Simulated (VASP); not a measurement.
Runs of VASP 6.6.1 on Y. The structure is that of space group Fd-3m (No. 227), or close to it. The cells are those of the table. This isn't the form of Y at room conditions, which is hcp.

```tsv
cell	gap on the mesh (eV)	pressure (GPa)
a = 3.831 Å, angles 60.0°, 2 atoms	none	38.7
a = 4.625 Å, angles 60.0°, 2 atoms	none	1.6
a = 4.827 Å, angles 60.0°, 2 atoms	none	(a)
a = 3.643 Å, angles 60.0°, 2 atoms	none	(b)
a = 4.244 Å, angles 60.0°, 2 atoms	none	6.8
a = 4.443 Å, angles 60.0°, 2 atoms	none	3.1
```

Alike in all rows: task single point; level PBEsol; potentials or basis VASP PAW PBE potentials, release 64 (Y_sv); no spin polarisation; k mesh 10 × 10 × 10; cutoff (eV) 520; smearing fermi-dirac 0.08 eV.

Task: Estimate the missing entries.

Result: (a) 0.0; (b) 80.5.

Caveats: the PAW data sets were made with another functional, which shifts forces and pressure a little; the cell stands under pressure (at least some runs).

A k mesh can miss the band edges, and the runs leave out spin-orbit coupling on Y.

A gap of «none» marks levels without a gap at the run's occupations.
